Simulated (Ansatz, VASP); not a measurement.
## AlSn: VASP beside Ansatz

The input INCAR:

```
  PREC = Accurate
  ENCUT = 500
  EDIFF = 1E-6
  ISMEAR = -1
  SIGMA = 0.05
  LREAL = False
  LASPH = True
  NELM = 120
  ALGO = Normal
  ISIF = 2
  LWAVE = False
  LCHARG = True
  GGA = PS
  LELF = True
  LVHAR = True
  NBANDS = 16
  GGA_COMPAT = False
```

Contents of KPOINTS:

```
Automatic mesh
0
Gamma
  6 6 7
```

POSCAR

```
AlSn
1.0
    4.1561245595      0.0000000000      0.0000000000
   -2.0780622797      3.5993094498      0.0000000000
    0.0000000000      0.0000000000      3.3068470000
Sn Al
1 1
Direct
    0.3333333333      0.6666666667      0.5000000000
    0.0000000000      0.0000000000      0.0000000000
```

Contents of input.yaml:

```yaml
crystal:
  lattice:
    - [4.1561245595, 0.0, 0.0]
    - [-2.0780622797, 3.5993094498, 0.0]
    - [0.0, 0.0, 3.306847]
  atoms:
    - { symbol: Sn, position: [0.3333333333, 0.6666666667, 0.5] }
    - { symbol: Al, position: [0.0, 0.0, 0.0] }
hamiltonian:
  xc: pbesol
  pseudopotentials: { kind: paw }
kpoints:
  mp_grid: { grid: [6, 6, 7] }
  band_path:
    path:
      - [[0.0, 0.0, 0.0], [0.5, 0.0, 0.0], [0.3333333333, 0.3333333333, 0.0], [0.0, 0.0, 0.0], [0.0, 0.0, 0.5], [0.5, 0.0, 0.5], [0.3333333333, 0.3333333333, 0.5], [0.0, 0.0, 0.5]]
      - [[0.5, 0.0, 0.5], [0.5, 0.0, 0.0]]
      - [[0.3333333333, 0.3333333333, 0.0], [0.3333333333, 0.3333333333, 0.5]]
    npoints: 14
scf:
  occupations: { method: fermi_dirac, width: 0.05 }
  n_extra_bands: 6
output:
  forces: true
  stress: true
  eigenvalues: true
  fatbands: false
```

Alike in both runs: functional PBEsol; k mesh 6 × 6 × 7; occupations fermi-dirac, width 0.05 eV; no spin polarisation.

|  | VASP | Ansatz |
| --- | --- | --- |
| version | VASP 6.6.1 | Ansatz 0.2.0 |
| potentials or method | VASP PAW PBE potentials, release 64 (Sn_d, Al) | Ansatz PAW |
| plane-wave cutoff (eV) | 500 | 420 |
| valence electrons in the cell | 17 | 17 |
| task | single point | band structure |

VASP gave:

```
gap on the k mesh at the Fermi level (eV)                     : none
pressure (GPa)                                                : -1.4
traceless stress, the component that is largest in VASP (GPa) : -3.58
```

Task: What did Ansatz give for the same quantities?

Result: gap on the k mesh at the Fermi level (eV): none; pressure (GPa): -1.4; traceless stress, the component that is largest in VASP (GPa): -3.59.

VASP's potentials were made for PBE, not for PBEsol. A gap of «none» marks a metal or a gap that the smearing closes.
